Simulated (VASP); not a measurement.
# NaCl (l) (Fm-3m) in VASP: notebook, part 2 of 2

VASP 6.6.1.

### 3 Single point, LDA

This run uses another cell than the first one, of 20.39 Å³/atom, 0.935 times its volume.

The input, INCAR:

```
SYSTEM = NaCl
  PREC = Accurate
  ENCUT = 500
  EDIFF = 1E-6
  ISMEAR = 0
  SIGMA = 0.02
  LREAL = .FALSE.
  LASPH = .TRUE.
  NELM = 120
  ALGO = Normal
  ISIF = 2
  LWAVE = .FALSE.
  LCHARG = .FALSE.
  NBANDS = 14
  GGA_COMPAT = .FALSE.
```

The input, KPOINTS:

```
Automatic mesh
0
G
  8 8 8
  0 0 0
```

The input, POSCAR:

```
NaCl
1.0
    0.0000000000      2.7321088367      2.7321088367
    2.7321088367      0.0000000000      2.7321088367
    2.7321088367      2.7321088367      0.0000000000
Na Cl
1 1
Direct
    0.0000000000      0.0000000000      0.0000000000
    0.5000000000      0.5000000000      0.5000000000
```

Potentials or basis: VASP PAW LDA potentials, release 64 (Na_pv, Cl).

Run with:

```bash
cat potpaw_LDA.64/Na_pv/POTCAR potpaw_LDA.64/Cl/POTCAR > POTCAR
mpirun -np 1 vasp_std > vasp.out
```

OUTCAR:

```text
SYSTEM = NaCl
   PREC = Accurate
   ENCUT = 500
   EDIFF = 1E-6
   ISMEAR = 0
   LREAL = .FALSE.
   LASPH = .TRUE.
   NELM = 120
   ISIF = 2

 ion  position               nearest neighbor table
   1  0.000  0.000  0.000-
   2  0.500  0.500  0.500-

  LATTYP: Found a face centered cubic cell.
 ALAT       =     5.4642176734

  Lattice vectors:

 A1 = (   0.0000000000,   2.7321088367,   2.7321088367)
 A2 = (   2.7321088367,   0.0000000000,   2.7321088367)
 A3 = (   2.7321088367,   2.7321088367,   0.0000000000)

Analysis of symmetry for initial positions (statically):
=====================================================================
 Subroutine PRICEL returns:
 Original cell was already a primitive cell.

 Routine SETGRP: Setting up the symmetry group for a
 face centered cubic supercell.

 Subroutine GETGRP returns: Found 48 space group operations
 (whereof 48 operations were pure point group operations)
 out of a pool of 48 trial point group operations.

The static configuration has the point symmetry O_h .

Analysis of symmetry for dynamics (positions and initial velocities):
=====================================================================
 Subroutine PRICEL returns:
 Original cell was already a primitive cell.

 Routine SETGRP: Setting up the symmetry group for a
 face centered cubic supercell.

 Subroutine GETGRP returns: Found 48 space group operations
 (whereof 48 operations were pure point group operations)
 out of a pool of 48 trial point group operations.

The dynamic configuration has the point symmetry O_h .

 Subroutine INISYM returns: Found 48 space group operations
 (whereof 48 operations are pure point group operations),
 and found     1 'primitive' translations

----------------------------------------------------------------------------------------

                                     Primitive cell

  volume of cell :      40.7872

  direct lattice vectors                    reciprocal lattice vectors
     0.000000000  2.732108837  2.732108837    -0.183008815  0.183008815  0.183008815
     2.732108837  0.000000000  2.732108837     0.183008815 -0.183008815  0.183008815
[... 112 lines left out ...]
   AEXX    =    0.0000 exact exchange contribution
   IVDW    =     0    specifies the selected vdW correction
   LEPSILON=     F    determine dielectric tensor
   LRPA    =     F    only Hartree local field effects (RPA)
 non-spin polarized calculation
 Gauss-broadening in eV      SIGMA  =   0.02
  energy-cutoff  :      500.00
  volume of cell :       40.79
 maximum number of plane-waves:      1056
   NGX = 15   NGY = 15   NGZ = 15

 number of electron      14.0000004 magnetization

 Free energy of the ion-electron system (eV)
  ---------------------------------------------------
  ext. energy  EPLUGINS =         0.00000000
  ---------------------------------------------------
  free energy    TOTEN  =        -7.38903479 eV

  energy without entropy =       -7.38903479  energy(sigma->0) =       -7.38903479

 E-fermi :  -0.1981     XC(G=0):  -9.1383

 val. band max:       -0.3571627371   @ k =   0.0000   0.0000   0.0000
 cond. band min:       4.7237686953   @ k =   0.0000   0.0000   0.0000
 fundamental gap:      5.0809314325
 Fermi energy:        -0.1980915363

 k-point     1 :       0.0000    0.0000    0.0000
  band No.  band energies     occupation
      1     -20.9854      2.00000
      2     -20.9854      2.00000
      3     -20.9854      2.00000
      4     -13.1813      2.00000
      5      -0.3572      2.00000
      6      -0.3572      2.00000
      7      -0.3572      2.00000
      8       4.7238      0.00000
      9      10.5723      0.00000
     10      10.5723      0.00000
     11      10.5723      0.00000
     12      12.9300      0.00000
     13      12.9300      0.00000
     14      14.4580      0.00000
[... 377 lines left out ...]
      1     -21.0242      2.00000
      2     -20.9984      2.00000
      3     -20.9923      2.00000
      4     -12.6703      2.00000
      5      -2.3674      2.00000
      6      -1.3022      2.00000
      7      -0.8703      2.00000
      8       7.8545      0.00000
      9       9.2177      0.00000
     10       9.9979      0.00000
     11      11.4160      0.00000
     12      14.1774      0.00000
     13      15.5791      0.00000
     14      16.7224      0.00000

 [... further k-points ...]
[... 5 lines left out ...]
  --------------------------------------------------------------------------------------
  -------------------------------------------------------------------------------------
  Total        0.0015761      0.0015761      0.0015761      0.0000000      0.0000000     -0.0000000
  in kB        0.0619129      0.0619129      0.0619129      0.0000000      0.0000000     -0.0000000
  external PRESSURE =       0.0619129 kB  Pullay stress =       0.0000000 kB

 VOLUME and BASIS-vectors are now :
 -----------------------------------------------------------------------------
  energy-cutoff  :      500.00
  volume of cell :       40.79
      direct lattice vectors                 reciprocal lattice vectors
     0.000000000  2.732108837  2.732108837    -0.183008815  0.183008815  0.183008815
     2.732108837  0.000000000  2.732108837     0.183008815 -0.183008815  0.183008815
     2.732108837  2.732108837  0.000000000     0.183008815  0.183008815 -0.183008815

 POSITION                                       TOTAL-FORCE (eV/Angst)
 -----------------------------------------------------------------------------------
      0.00000      0.00000      0.00000         0.000000      0.000000      0.000000
      2.73211      2.73211      2.73211        -0.000000     -0.000000     -0.000000
 -----------------------------------------------------------------------------------
    total drift:                                0.000000      0.000000      0.000000

  FREE ENERGIE OF THE ION-ELECTRON SYSTEM (eV)
  ---------------------------------------------------
  free  energy   TOTEN  =        -7.3890347950 eV

  energy  without entropy=       -7.3890347950  energy(sigma->0) =       -7.38903479
```

Run time: 6.2 s. Hardware: 1 thread of Intel Xeon Platinum 8488C (Sapphire Rapids), shared host; peak memory 0.14 GiB.

Results:

- Free energy: -7.3890 eV
- Pressure: 0.0 GPa
- Band gap on the k mesh: 5.08 eV, direct

### 4 Single point, LDA

This run uses another cell than the first one, of 20.39 Å³/atom, 0.935 times its volume.

The input, INCAR:

```
ALGO     = Normal         # electronic algorithm
EDIFF    = 1E-6           # SCF threshold, eV
ENCUT    = 500            # plane-wave cutoff, eV
GGA      = CA             # functional
GGA_COMPAT= False        
ISIF     = 2              # what is computed and relaxed
ISMEAR   = 0              # smearing method
LASPH    = True           # aspherical terms in the spheres
LCHARG   = False          # write CHGCAR
LREAL    = False          # projectors in reciprocal space
LWAVE    = False          # write WAVECAR
NBANDS   = 14             # bands
NELM     = 120            # most SCF steps
PREC     = Accurate       # precision mode
SIGMA    = 0.02           # smearing width, eV
```

The input, KPOINTS:

```
k-points
0
Gamma
  8 8 8
```

POSCAR is that of step 3.

Run with:

```bash
cat potpaw_LDA.64/Na_pv/POTCAR potpaw_LDA.64/Cl/POTCAR > POTCAR
mpirun -np 1 vasp_std > vasp.out
```

Run time: 6.3 s. Hardware: 1 thread of Intel Xeon Platinum 8488C (Sapphire Rapids), shared host; peak memory 0.14 GiB.

The run converged. Its results:

| Item | Value |
| --- | --- |
| Free energy | -7.3890 eV |
| Pressure | 0.0 GPa |
| Band gap on the k mesh | 5.08 eV, direct |

Levels at points of the mesh, in eV from the valence-band top:
```tsv
k point	band 3	band 4	band 5	band 6	band 7	band 8	band 9	band 10	band 11	band 12
(0.00, 0.00, 0.00)	-20.63	-12.82	0.00	0.00	0.00	5.08	10.93	10.93	10.93	13.29
(0.50, 0.00, 0.00)	-20.63	-12.35	-2.34	-0.33	-0.33	7.05	10.90	10.90	11.05	15.16
(0.50, 0.50, 0.00)	-20.64	-12.30	-2.01	-0.72	-0.72	7.44	7.63	11.63	15.19	15.19
```

As with any semilocal functional, this LDA gap is likely too small.

### 5 Relaxation of cell and atoms, LDA

The input, INCAR:

```
ALGO = Normal ; EDIFF = 1E-7
EDIFFG = -0.002 ; ENCUT = 500
GGA_COMPAT = F ; IBRION = 2
ISIF = 3 ; ISMEAR = 0
LASPH = T ; LCHARG = F
LREAL = F ; LWAVE = F
NELM = 120 ; NELMIN = 4
NSW = 100 ; PREC = Accurate
SIGMA = 0.02
```

KPOINTS is that of step 4.

The input, POSCAR:

```
NaCl
1.0
    0.0000000000      2.7940632200      2.7940632200
    2.7940632200      0.0000000000      2.7940632200
    2.7940632200      2.7940632200      0.0000000000
Na Cl
1 1
Direct
    0.0000000000      0.0000000000      0.0000000000
    0.5000000000      0.5000000000      0.5000000000
```

Run with:

```bash
cat potpaw_LDA.64/Na_pv/POTCAR potpaw_LDA.64/Cl/POTCAR > POTCAR
mpirun -np 1 vasp_std > vasp.out
```

Wall time 19 s (1 thread of Intel Xeon Platinum 8488C (Sapphire Rapids), shared host); peak memory 0.14 GiB.

The run converged. Its results:

- Free energy: -7.3901 eV
- Relaxed volume: 20.39 Å³/atom
- Relaxed cell: a = 3.864 Å, b = 3.864 Å, c = 3.864 Å, α = 60.00°, β = 60.00°, γ = 60.00°
- Space group after relaxing (to 0.05 Å): Fm-3m (No. 225)
- Energy gained by relaxing: 8.9 meV/atom
- Ionic steps: 4
- Pressure after relaxing: 0.0 GPa
- Band gap on the k mesh: 5.08 eV, direct

Step by step:
```tsv
step	energy change (eV)	largest force (eV/Å)	pressure (GPa)	volume (Å³)
1	0.0000	0.0000	-1.88	43.63
2	-0.0141	0.0000	-0.92	42.03
3	-0.0178	0.0000	-0.06	40.86
4	-0.0178	0.0000	0.00	40.78
```

Final structure:
```xyz
2
Lattice="0.0000 2.7320 2.7320 2.7320 0.0000 2.7320 2.7320 2.7320 0.0000" Properties=species:S:1:pos:R:3 pbc="T T T"
Na    2.7320    5.4640    2.7320
Cl    2.7320    2.7320    2.7320
```

Levels at points of the mesh, in eV from the valence-band top:
```csv
k point,band 5,band 6,band 7,band 8,band 9,band 10
"(0.00, 0.00, 0.00)",0.00,0.00,0.00,5.08,10.93,10.93
"(0.50, 0.00, 0.00)",-2.34,-0.33,-0.33,7.05,10.90,10.90
"(0.50, 0.50, 0.00)",-2.01,-0.72,-0.72,7.44,7.63,11.63
```

As with any semilocal functional, this LDA gap is likely too small.

### 6 The runs side by side

| task | cell | k mesh | smearing | gap on the mesh (eV) | pressure (GPa) |
| --- | --- | --- | --- | --- | --- |
| single point | a = 3.951 Å, angles 60.0°, 2 atoms | 6 × 6 × 6 | gaussian 0.1 eV | 4.80 | -1.8 |
| single point | a = 3.864 Å, angles 60.0°, 2 atoms | 8 × 8 × 8 | gaussian 0.02 eV | 5.08 | 0.0 |
| relaxation of cell and atoms | relaxed from a = 3.951 Å, angles 60.0°, 2 atoms | 8 × 8 × 8 | gaussian 0.02 eV | 5.08 | 0.0 |

Alike in all rows: level LDA; potentials or basis VASP PAW LDA potentials, release 64 (Na_pv, Cl); no spin polarisation; cutoff (eV) 500.

Total energies depend on the potentials used, so only differences within one code and one set of settings carry meaning.
